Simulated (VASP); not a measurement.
# C in VASP: a series of runs, part 3 of 3

VASP 6.6.1.

### 6 Relaxation of cell and atoms, PBE

This run uses another cell than the first one: it holds 6 atoms, not 12.

Input file INCAR:

```
SYSTEM = C
ALGO = Normal
EDIFF = 1E-7
EDIFFG = -0.01
ENCUT = 600
GGA = PE
IBRION = 2
ISIF = 3
ISMEAR = 0
LASPH = .TRUE.
LCHARG = .FALSE.
LREAL = .FALSE.
LWAVE = .FALSE.
NELM = 60
NSW = 100
PREC = Accurate
SIGMA = 0.02
```

Input file KPOINTS:

```
k-points
0
G
  8 8 10
  0 0 0
```

Input file POSCAR:

```
C
1.0
    2.2733841376     -2.6895695196      0.0000000000
    2.2733841376      2.6895695196      0.0000000000
    0.0000000000      0.0000000000      3.0186138646
C
6
Direct
    0.2500000000      0.2500000000      0.0000000000
    0.7500000000      0.7500000000      0.0000000000
    0.6038142637      0.3961857363      0.7057519486
    0.1038142637      0.8961857363      0.2942480514
    0.3961857363      0.6038142637      0.2942480514
    0.8961857363      0.1038142637      0.7057519486
```

Potentials or basis: VASP PAW PBE potentials, release 64 (C).

On the command line:

```
$ cat potpaw_PBE.64/C/POTCAR > POTCAR
$ mpirun -np 1 vasp_std > vasp.out
```

OUTCAR:

```text
SYSTEM = C
   EDIFF = 1E-7
   EDIFFG = -0.01
   ENCUT = 600
   GGA = PE
   IBRION = 2
   ISIF = 3
   ISMEAR = 0
   LASPH = .TRUE.
   LREAL = .FALSE.
   NELM = 60
   NSW = 100
   PREC = Accurate

 ion  position               nearest neighbor table
   1  0.250  0.250  0.000-   3 1.55   4 1.55   5 1.55   6 1.55
   2  0.750  0.750  0.000-   3 1.55   4 1.55   5 1.55   6 1.55
   3  0.604  0.396  0.706-   1 1.55   2 1.55   6 1.57   5 1.67
   4  0.104  0.896  0.294-   1 1.55   2 1.55   5 1.57   6 1.67
   5  0.396  0.604  0.294-   1 1.55   2 1.55   4 1.57   3 1.67
   6  0.896  0.104  0.706-   1 1.55   2 1.55   3 1.57   4 1.67

  LATTYP: Found a base centered orthorhombic cell.
 ALAT       =     4.5467682752
 B/A-ratio  =     1.1830686575
 C/A-ratio  =     0.6639031686

  Lattice vectors:

[... 276 lines left out ...]

  energy without entropy =      -49.69047322  energy(sigma->0) =      -49.69047322

 E-fermi :   9.8509     XC(G=0): -12.7822

 val. band max:        9.7540114789   @ k =   0.5000   0.5000   0.5000
 cond. band min:      10.9012954994   @ k =   0.5000   0.5000   0.0000
 fundamental gap:      1.1472840205
 Fermi energy:         9.8509267379

 k-point     1 :       0.0000    0.0000    0.0000
  band No.  band energies     occupation
      1     -12.3912      2.00000
      2      -5.8092      2.00000
      3      -3.3603      2.00000
      4      -3.1498      2.00000
      5       0.3226      2.00000
      6       1.7938      2.00000
[... 433 lines left out ...]
      3      -3.1697      2.00000
      4      -1.7442      2.00000
      5      -0.4510      2.00000
      6       0.4920      2.00000
[... 8 lines left out ...]
     15      14.8055      0.00000
     16      15.9968      0.00000

 [... further k-points ...]

------------------------ aborting loop because EDIFF is reached ----------------------------------------

  FORCE on cell =-STRESS in cart. coord.  units (eV):
  Direction    XX          YY          ZZ          XY          YZ          ZX
  --------------------------------------------------------------------------------------
  -------------------------------------------------------------------------------------
  Total        0.0011670      0.0093154     -0.0394952      0.0000000      0.0000000      0.0000000
  in kB        0.0506228      0.4041032     -1.7132960      0.0000000      0.0000000      0.0000000
  external PRESSURE =      -0.4195233 kB  Pullay stress =       0.0000000 kB
[... 21 lines left out ...]
  FREE ENERGIE OF THE ION-ELECTRON SYSTEM (eV)
  ---------------------------------------------------
  free  energy   TOTEN  =       -49.6904732160 eV

  energy  without entropy=      -49.6904732160  energy(sigma->0) =      -49.69047322

 reached required accuracy - stopping structural energy minimisation
```

OSZICAR:

```text
N       E                     dE             d eps       ncg     rms          rms(c)
DAV:   1     0.747746160804E+02    0.74775E+02   -0.14532E+04  4032   0.162E+03
DAV:   2    -0.482309859980E+02   -0.12301E+03   -0.12071E+03  5432   0.261E+02
[... 19 lines left out ...]
   2 F= -.49690412E+02 E0= -.49690412E+02  d E =0.241414E-04
       N       E                     dE             d eps       ncg     rms          rms(c)
DAV:   1    -0.496904777413E+02   -0.65842E-04   -0.25084E-03  4072   0.440E-01    0.203E-02
DAV:   2    -0.496904753837E+02    0.23576E-05   -0.60690E-05  5848   0.651E-02    0.137E-02
DAV:   3    -0.496904733875E+02    0.19961E-05   -0.12978E-05  5224   0.255E-02    0.406E-03
DAV:   4    -0.496904731333E+02    0.25429E-06   -0.23409E-06  4992   0.106E-02    0.227E-03
DAV:   5    -0.496904732160E+02   -0.82743E-07   -0.14510E-07  2976   0.321E-03
   3 F= -.49690473E+02 E0= -.49690473E+02  d E =-.372069E-04
```

CONTCAR:

```text
C
   1.00000000000000
     2.2742884644296484   -2.6901308507598318    0.0000000000000000
     2.2742884644296484    2.6901308507598318    0.0000000000000000
     0.0000000000000000   -0.0000000000000000    3.0183737100704628
  C
     6
Direct
     0.2500000000000000    0.2500000000000000    0.0000000000000000
     0.7500000000000000    0.7500000000000000    0.0000000000000000
     0.6038436733668278    0.3961563266331723    0.7056729096973936
     0.1038436733668277    0.8961563266331722    0.2943270903026064
     0.3961563266331723    0.6038436733668278    0.2943270903026064
     0.8961563266331722    0.1038436733668277    0.7056729096973936

  0.00000000E+00  0.00000000E+00  0.00000000E+00
  0.00000000E+00  0.00000000E+00  0.00000000E+00
  0.00000000E+00  0.00000000E+00  0.00000000E+00
  0.00000000E+00  0.00000000E+00  0.00000000E+00
  0.00000000E+00  0.00000000E+00  0.00000000E+00
  0.00000000E+00  0.00000000E+00  0.00000000E+00
```

Wall time 1.7 min (1 thread of Intel Xeon Platinum 8375C at 2.90GHz (Ice Lake), shared host); peak memory 0.18 GiB.

Results:

* Free energy: -49.6905 eV
* Relaxed volume: 6.16 Å³/atom
* Relaxed cell: a = 3.523 Å, b = 3.523 Å, c = 3.018 Å, α = 90.00°, β = 90.00°, γ = 99.58°
* Space group after relaxing (to 0.1 Å): Cmme (No. 67)
* Energy gained by relaxing: 0.0 meV/atom
* Ionic steps: 3
* Pressure after relaxing: 0.0 GPa
* Largest force after relaxing: 0.005 eV/Å
* Band gap on the k mesh: 1.15 eV (least direct gap 3.47 eV)

Forces on the atoms (eV/Å):
```
C    0.000  0.000  0.000
C    0.000  0.000  0.000
C    0.000  0.005  0.001
C    0.000  0.005 -0.001
C    0.000 -0.005 -0.001
C    0.000 -0.005  0.001
```

Final structure:
```xyz
6
Lattice="2.2743 -2.6901 0.0000 2.2743 2.6901 0.0000 0.0000 0.0000 3.0184" Properties=species:S:1:pos:R:3 pbc="T T T"
C     1.1371    0.0000    0.0000
C     3.4114    0.0000    0.0000
C     2.2743   -0.5587    2.1300
C     2.2743    2.1314    0.8884
C     2.2743    0.5587    0.8884
C     2.2743   -2.1314    2.1300
```

Levels at points of the mesh, in eV from the valence-band top:
| k point | band 10 | band 11 | band 12 | band 13 | band 14 | band 15 |
| --- | --- | --- | --- | --- | --- | --- |
| (0.00, 0.00, 0.00) | -5.04 | -5.02 | -4.68 | 1.86 | 2.55 | 5.96 |
| (0.50, 0.00, 0.00) | -6.64 | -2.89 | -2.89 | 4.22 | 4.22 | 4.80 |
| (0.50, 0.50, 0.00) | -3.60 | -3.33 | -2.32 | 1.15 | 3.59 | 4.88 |
| (0.00, 0.00, 0.50) | -5.01 | -4.14 | -2.50 | 2.71 | 3.08 | 3.17 |
| (0.50, 0.00, 0.50) | -5.02 | -4.35 | -4.35 | 4.04 | 4.04 | 6.05 |
| (0.50, 0.50, 0.50) | -1.98 | -1.84 | 0.00 | 3.49 | 5.57 | 7.06 |

A k mesh can miss the band edges.

### 7 Overview

```tsv
task	cell	k mesh	cutoff (eV)	smearing	gap on the mesh (eV)	pressure (GPa)	largest force (eV/Å)
single point	a = 3.523, b = 3.523, c = 6.037 Å, angles 90.0, 90.0, 99.6°, 12 atoms, atomic positions A	4 × 4 × 2	520	gaussian 0.1 eV	1.15	0.6	0.04
single point	a = 3.522, b = 3.522, c = 6.040 Å, angles 90.0, 90.0, 99.6°, 12 atoms, atomic positions B	4 × 4 × 2	520	gaussian 0.1 eV	1.14	0.5	0.04
single point	a = 3.523, b = 3.523, c = 3.018 Å, angles 90.0, 90.0, 99.6°, 6 atoms, atomic positions C	8 × 8 × 10	520	gaussian 0.02 eV	1.15	0.5	0.03
single point	a = 4.547, b = 3.019, c = 5.379 Å, 12 atoms, atomic positions D	4 × 6 × 4	520	gaussian 0.1 eV	1.15	0.8	0.02
relaxation of cell and atoms	relaxed from a = 3.522, b = 3.522, c = 3.019 Å, angles 90.0, 90.0, 99.6°, 6 atoms, atomic positions C	8 × 8 × 10	600	gaussian 0.02 eV	1.15	0.0	0.01
```

Alike in all rows: level PBE; potentials or basis VASP PAW PBE potentials, release 64 (C); no spin polarisation.

Caveats: some runs use coarse meshes.

Absolute energies hang on the potentials; compare differences alone.
